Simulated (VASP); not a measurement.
Runs of VASP 6.6.1 on Ga. The structure is that of space group Pm-3m (No. 221), or close to it. The cells are those of the table. 

```csv
task,cell,cutoff (eV),gap on the mesh (eV),pressure (GPa)
relaxation of cell and atoms,"relaxed to 100 GPa from a = 2.233 Å, 1 atom",600,none,100.0
single point,"a = 2.245 Å, 1 atom",520,none,100.6
relaxation of cell and atoms,"relaxed to 100 GPa from a = 2.245 Å, 1 atom",600,none,100.0
single point,"a = 2.246 Å, 1 atom",520,none,(a)
```

Alike in all rows: level PBEsol; potentials or basis VASP PAW PBE potentials, release 64 (Ga_d); no spin polarisation; k mesh 16 × 16 × 16; smearing fermi-dirac 0.08 eV.

Question: Fill in the values left out.

Answer: (a) 100.5.

Caveats: the PAW data sets were made with another functional, which shifts forces and pressure a little; the cell is relaxed towards a set pressure, so the enthalpy falls and the energy may rise (some runs).

A k mesh can miss the band edges, and the runs leave out spin-orbit coupling on Ga.

A gap of «none» marks levels without a gap at the run's occupations.
